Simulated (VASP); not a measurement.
# ZnSe (I-4m2) in VASP: notebook

The runs below take ZnSe through single point, with LDA.

Program: VASP 6.6.1. These are calculated values, not measurements. Logs are shortened: lines on timing, memory, paths and dates and some standing lists are left out, and cuts for length are marked.

## Step 1: The cell of the first run

The structure is tetragonal, space group I-4m2 (No. 119). The conventional cell has a = 4.070 Å, b = 4.070 Å, c = 5.417 Å, α = 90.00°, β = 90.00°, γ = 90.00°. Within 3.2 Å of Zn (site symmetry -4m2) lie 4 Se at 2.44 Å. Se (site symmetry -4m2) has 4 Zn at 2.44 Å within 3.2 Å.

## Step 2: Single point, LDA (22.43 Å³/atom)

Input file INCAR:

```
SYSTEM = ZnSe
PREC = Accurate
ENCUT = 520
EDIFF = 1E-7
ISMEAR = 0
SIGMA = 0.05
LREAL = .False.
LASPH = .True.
NELM = 60
ALGO = Normal
ISIF = 2
LWAVE = .False.
LCHARG = .False.
NBANDS = 16
```

Input file KPOINTS:

```
regular mesh
0
Gamma
  10 10 10
  0 0 0
```

Input file POSCAR:

```
ZnSe
1.0
    0.0000000000      2.7084023443      2.8779113211
    2.8779113211      0.0000000000      2.8779113211
    2.8779113211      2.7084023443      0.0000000000
Zn Se
1 1
Direct
    0.0000000000      0.0000000000      0.0000000000
    0.7500000000      0.7500000000      0.7500000000
```

Potentials or basis: VASP PAW LDA potentials, release 64 (Zn, Se).

Started as:

```bash
$ cat potpaw_LDA.64/Zn/POTCAR potpaw_LDA.64/Se/POTCAR > POTCAR
$ mpirun -np 1 vasp_std > vasp.out
```

OUTCAR:

```text
SYSTEM = ZnSe
   PREC = Accurate
   ENCUT = 520
   EDIFF = 1E-7
   ISMEAR = 0
   LREAL = .False.
   LASPH = .True.
   NELM = 60
   ISIF = 2

 ion  position               nearest neighbor table
   1  0.000  0.000  0.000-   2 2.44   2 2.44   2 2.44   2 2.44
   2  0.750  0.750  0.750-   1 2.44   1 2.44   1 2.44   1 2.44

  LATTYP: Found a body centered tetragonal cell.
 ALAT       =     4.0699812216
 C/A-ratio  =     1.3309163836

  Lattice vectors:

 A1 = (   0.0000000000,  -2.7084023443,   2.8779113211)
 A2 = (   0.0000000000,  -2.7084023443,  -2.8779113211)
 A3 = (   2.8779113211,   2.7084023443,   0.0000000000)

Analysis of symmetry for initial positions (statically):
=====================================================================
 Subroutine PRICEL returns:
 Original cell was already a primitive cell.

 Routine SETGRP: Setting up the symmetry group for a
 body centered tetragonal supercell.

 Subroutine GETGRP returns: Found  8 space group operations
 (whereof  8 operations were pure point group operations)
 out of a pool of 16 trial point group operations.

The static configuration has the point symmetry D_2d.

Analysis of symmetry for dynamics (positions and initial velocities):
=====================================================================
 Subroutine PRICEL returns:
 Original cell was already a primitive cell.

 Routine SETGRP: Setting up the symmetry group for a
 body centered tetragonal supercell.

 Subroutine GETGRP returns: Found  8 space group operations
 (whereof  8 operations were pure point group operations)
 out of a pool of 16 trial point group operations.

The dynamic configuration has the point symmetry D_2d.

 Subroutine INISYM returns: Found  8 space group operations
 (whereof  8 operations are pure point group operations),
 and found     1 'primitive' translations

----------------------------------------------------------------------------------------

                                     Primitive cell

  volume of cell :      44.8640

  direct lattice vectors                    reciprocal lattice vectors
     0.000000000  2.708402344  2.877911321    -0.173737111  0.184610681  0.173737111
     2.877911321  0.000000000  2.877911321     0.173737111 -0.184610681  0.173737111
     2.877911321  2.708402344  0.000000000     0.173737111  0.184610681 -0.173737111

  length of vectors
     3.951938364  4.069981222  3.951938364     0.307327628  0.307327628  0.307327628

  position of ions in fractional coordinates (direct lattice)
     0.000000000  0.000000000  0.000000000
     0.750000000  0.750000000  0.750000000

  ion indices of the primitive-cell ions
   primitive index   ion index
                 1           1
                 2           2

----------------------------------------------------------------------------------------

 KPOINTS: regular mesh

Automatic generation of k-mesh.
 Grid dimensions read from file:
 generate k-points for:   10   10   10

 Generating k-lattice:

  Cartesian coordinates                     Fractional coordinates (reciprocal lattice)
    -0.017373711  0.018461068  0.017373711     0.100000000  0.000000000  0.000000000
     0.017373711 -0.018461068  0.017373711     0.000000000  0.100000000  0.000000000
     0.017373711  0.018461068 -0.017373711     0.000000000  0.000000000  0.100000000

  Length of vectors
     0.030732763  0.030732763  0.030732763

  Shift w.r.t. Gamma in fractional coordinates (k-lattice)
     0.000000000  0.000000000  0.000000000

 Subroutine IBZKPT returns following result:
 ===========================================

 Found    102 irreducible k-points:

 Following reciprocal coordinates:
            Coordinates               Weight
  0.000000  0.000000  0.000000      1.000000
  0.100000  0.000000  0.000000      8.000000
  0.200000  0.000000  0.000000      8.000000
  0.300000  0.000000  0.000000      8.000000
  0.400000  0.000000 -0.000000      8.000000
  0.500000  0.000000  0.000000      4.000000
[... 16 lines left out ...]
  0.300000  0.300000  0.000000      4.000000
  0.400000  0.300000 -0.000000     16.000000
 [... further k-points ...]
   k-points           NKPTS =    102   k-points in BZ     NKDIM =    102   number of bands    NBANDS=     16
   number of dos      NEDOS =    301   number of ions     NIONS =      2
   total plane-waves  NPLWV =  27000
   dimension x,y,z NGX =    30 NGY =   30 NGZ =   30
   dimension x,y,z NGXF=    60 NGYF=   60 NGZF=   60
   ions per type =               1   1
   NGX,Y,Z   is equivalent  to a cutoff of  12.62, 12.25, 12.62 a.u.
   NGXF,Y,Z  is equivalent  to a cutoff of  25.24, 24.51, 25.24 a.u.
 SYSTEM =  ZnSe
   PREC   = accura    normal or accurate (medium, high low for compatibility)
   ISTART =      0    job   : 0-new  1-cont  2-samecut
   ICHARG =      2    charge: 1-file 2-atom 10-const
   ISPIN  =      1    spin polarized calculation?
   LNONCOLLINEAR =      F non collinear calculations
   LSORBIT =      F    spin-orbit coupling
   LASPH  =      T    aspherical Exc in radial PAW
   ENCUT  =  520.0 eV  38.22 Ry    6.18 a.u.   7.35  7.57  7.35*2*pi/ulx,y,z
   NELM   =     60;   NELMIN=  2; NELMDL= -5     # of ELM steps
   EDIFF  = 0.1E-06   stopping-criterion for ELM
   LREAL  =      F    real-space projection
   EDIFFG = 0.1E-05   stopping-criterion for IOM
   NSW    =      0    number of steps for IOM
   IBRION =     -1    ionic relax: 0-MD 1-quasi-New 2-CG
   NFREE  =      0    steps in history (QN), initial steepest desc. (CG)
   ISIF   =      2    stress and relaxation
   ISYM   =      2    0-nonsym 1-usesym 2-fastsym
   POTIM  = 0.5000    time-step for ionic-motion
   TEBEG  =    0.0;   TEEND  =   0.0 temperature during run
   PSTRESS=    0.0 pullay stress
   NELECT =      18.0000    total number of electrons
   NUPDOWN=      -1.0000    fix difference up-down
   EMIN   =  10.00;   EMAX   =-10.00  energy-range for DOS
   EFERMI =   0.00;   METHOD = LEGACY
   ISMEAR =     0;   SIGMA  =   0.05  broadening in eV -4-tet -1-fermi 0-gaus
   EFERMI_NEDOS =   21; number of points for ismear=-14 and -15
   IALGO  =     38    algorithm
   IMIX   =      4    mixing-type and parameters
     AMIX     =   0.40;   BMIX     =  1.00
     AMIX_MAG =   1.60;   BMIX_MAG =  1.00
  volume/ion in A,a.u.               =      22.43       151.38
  Fermi-wavevector in a.u.,A,eV,Ry     =   1.207442  2.281735 19.836159  1.457917
  Thomas-Fermi vector in A             =   2.343080
   LORBIT       =      0    0 simple, 1 ext, 2 COOP (PROOUT), +10 PAW based schemes
   GGA     = CA    functional components
   LHFCALC =     F    Hartree Fock is set to
   AEXX    =    0.0000 exact exchange contribution
   IVDW    =     0    specifies the selected vdW correction
   LEPSILON=     F    determine dielectric tensor
   LRPA    =     F    only Hartree local field effects (RPA)
 non-spin polarized calculation
 Gauss-broadening in eV      SIGMA  =   0.05
  energy-cutoff  :      520.00
  volume of cell :       44.86
 maximum number of plane-waves:      1229
 NGX is ok and might be reduce to    30
   NGX = 15   NGY = 15   NGZ = 15

 number of electron      17.9999994 magnetization

 Free energy of the ion-electron system (eV)
  ---------------------------------------------------
  ext. energy  EPLUGINS =         0.00000000
  ---------------------------------------------------
  free energy    TOTEN  =        -7.34949809 eV

  energy without entropy =       -7.34949809  energy(sigma->0) =       -7.34949809

 E-fermi :   1.9651     XC(G=0):  -9.7657

 val. band max:        1.7634098343   @ k =   0.0000   0.0000   0.0000
 cond. band min:       2.7455226026   @ k =   0.0000   0.0000   0.0000
 fundamental gap:      0.9821127683
 Fermi energy:         1.9651452261

 k-point     1 :       0.0000    0.0000    0.0000
  band No.  band energies     occupation
      1     -11.7424      2.00000
      2      -5.0998      2.00000
      3      -5.0998      2.00000
      4      -5.0756      2.00000
      5      -4.7305      2.00000
      6      -4.7177      2.00000
[... 8 lines left out ...]
     15      12.5967      0.00000
     16      13.5253      0.00000

 k-point     2 :       0.1000    0.0000    0.0000
  band No.  band energies     occupation
      1     -11.6748      2.00000
      2      -5.0947      2.00000
      3      -5.0900      2.00000
      4      -5.0667      2.00000
      5      -4.7307      2.00000
      6      -4.7196      2.00000
[... 8 lines left out ...]
     15      12.0528      0.00000
     16      12.7138      0.00000

 k-point     3 :       0.2000    0.0000    0.0000
  band No.  band energies     occupation
      1     -11.4888      2.00000
      2      -5.0710      2.00000
      3      -5.0661      2.00000
      4      -5.0390      2.00000
      5      -4.7283      2.00000
      6      -4.7225      2.00000
[... 8 lines left out ...]
     15      11.9114      0.00000
     16      12.7372      0.00000

 k-point     4 :       0.3000    0.0000    0.0000
  band No.  band energies     occupation
      1     -11.2376      2.00000
      2      -5.0416      2.00000
      3      -5.0203      2.00000
      4      -4.9727      2.00000
      5      -4.7210      2.00000
      6      -4.7185      2.00000
[... 8 lines left out ...]
     15      12.3321      0.00000
     16      12.6027      0.00000
[... 324 lines left out ...]
 k-point    22 :      -0.2000    0.2000    0.0000
  band No.  band energies     occupation
      1     -11.1462      2.00000
      2      -5.0269      2.00000
      3      -5.0038      2.00000
      4      -4.9643      2.00000
      5      -4.7394      2.00000
      6      -4.6894      2.00000
[... 8 lines left out ...]
     15      13.6157      0.00000
     16      14.6043      0.00000

 k-point    23 :       0.3000    0.3000    0.0000
  band No.  band energies     occupation
      1     -11.0891      2.00000
      2      -5.1005      2.00000
      3      -4.9576      2.00000
      4      -4.9156      2.00000
      5      -4.7515      2.00000
      6      -4.6909      2.00000
[... 8 lines left out ...]
     15      14.3523      0.00000
     16      16.2548      0.00000

 k-point    24 :       0.4000    0.3000   -0.0000
  band No.  band energies     occupation
      1     -10.9134      2.00000
      2      -5.0675      2.00000
      3      -4.9213      2.00000
      4      -4.8777      2.00000
      5      -4.7145      2.00000
      6      -4.6808      2.00000
[... 8 lines left out ...]
     15      14.8384      0.00000
     16      16.3242      0.00000

 [... further k-points ...]

------------------------ aborting loop because EDIFF is reached ----------------------------------------

  FORCE on cell =-STRESS in cart. coord.  units (eV):
  Direction    XX          YY          ZZ          XY          YZ          ZX
  --------------------------------------------------------------------------------------
  -------------------------------------------------------------------------------------
  Total       -0.8502561     -0.2527776     -0.8502561      0.0000000      0.0000000      0.0000000
  in kB      -30.3642356     -9.0271599    -30.3642356      0.0000000      0.0000000      0.0000000
  external PRESSURE =     -23.2518770 kB  Pullay stress =       0.0000000 kB

 VOLUME and BASIS-vectors are now :
 -----------------------------------------------------------------------------
  energy-cutoff  :      520.00
  volume of cell :       44.86
      direct lattice vectors                 reciprocal lattice vectors
     0.000000000  2.708402344  2.877911321    -0.173737111  0.184610681  0.173737111
     2.877911321  0.000000000  2.877911321     0.173737111 -0.184610681  0.173737111
     2.877911321  2.708402344  0.000000000     0.173737111  0.184610681 -0.173737111

 POSITION                                       TOTAL-FORCE (eV/Angst)
 -----------------------------------------------------------------------------------
      0.00000      0.00000      0.00000         0.000000      0.000000      0.000000
      4.31687      4.06260      4.31687        -0.000000     -0.000000     -0.000000
 -----------------------------------------------------------------------------------
    total drift:                                0.000001      0.000001      0.000000

  FREE ENERGIE OF THE ION-ELECTRON SYSTEM (eV)
  ---------------------------------------------------
  free  energy   TOTEN  =        -7.3494980917 eV

  energy  without entropy=       -7.3494980917  energy(sigma->0) =       -7.34949809
```

It took 1.9 min on 1 thread of Intel Xeon 8259CL, shared host; peak memory 0.2 GiB.

Results:

```
Free energy            : -7.3495 eV
Pressure               : -2.3 GPa
Band gap on the k mesh : 0.98 eV
```

## Step 3: Single point, LDA (22.43 Å³/atom)

Input file INCAR:

```
SYSTEM = ZnSe
  PREC = Accurate
  ENCUT = 520
  EDIFF = 1E-6
  ISMEAR = 0
  SIGMA = 0.05
  LREAL = .FALSE.
  LASPH = .TRUE.
  NELM = 80
  ALGO = Normal
  ISIF = 2
  LWAVE = .FALSE.
  LCHARG = .FALSE.
  GGA = CA
  NBANDS = 16
```

Input file KPOINTS:

```
Automatic mesh
0
G
  10 10 10
  0 0 0
```

Input file POSCAR:

```
ZnSe
1.0
    0.0000000000      3.0578672435      2.7084740864
    2.7084740864      0.0000000000      2.7084740864
    2.7084740864      3.0578672435      0.0000000000
Zn Se
1 1
Direct
    0.0000000000      0.0000000000      0.0000000000
    0.7500000000      0.7500000000      0.7500000000
```

Potentials or basis: VASP PAW LDA potentials, release 64 (Zn, Se).

Started as:

```bash
$ cat potpaw_LDA.64/Zn/POTCAR potpaw_LDA.64/Se/POTCAR > POTCAR
$ mpirun -np 1 vasp_std > vasp.out
```

Run time: 1.8 min. Hardware: 1 thread of Intel Xeon 8259CL, shared host; peak memory 0.2 GiB.

Results (log left out):

```yaml
Free_energy: -7.3001 eV
Pressure: -2.5 GPa
Band_gap_on_the_k_mesh: 0.87 eV
```

Stress tensor (GPa, compression positive):
```
-0.56  0.00  0.00
 0.00 -6.39  0.00
 0.00  0.00 -0.56
```

Levels at points of the mesh, in eV from the valence-band top:
```csv
k point,band 7,band 8,band 9,band 10,band 11,band 12
"(0.00, 0.00, 0.00)",-0.57,0.00,0.00,0.87,5.60,5.60
"(0.50, 0.00, 0.00)",-5.50,-1.45,-0.66,2.03,5.90,6.64
"(0.50, 0.50, 0.00)",-4.78,-2.70,-2.49,2.44,2.81,9.95
"(0.50, 0.00, 0.50)",-5.51,-1.94,-1.94,3.04,3.92,9.61
```

Caveat: the stress differs along the axes, from -6 to -1 GPa.
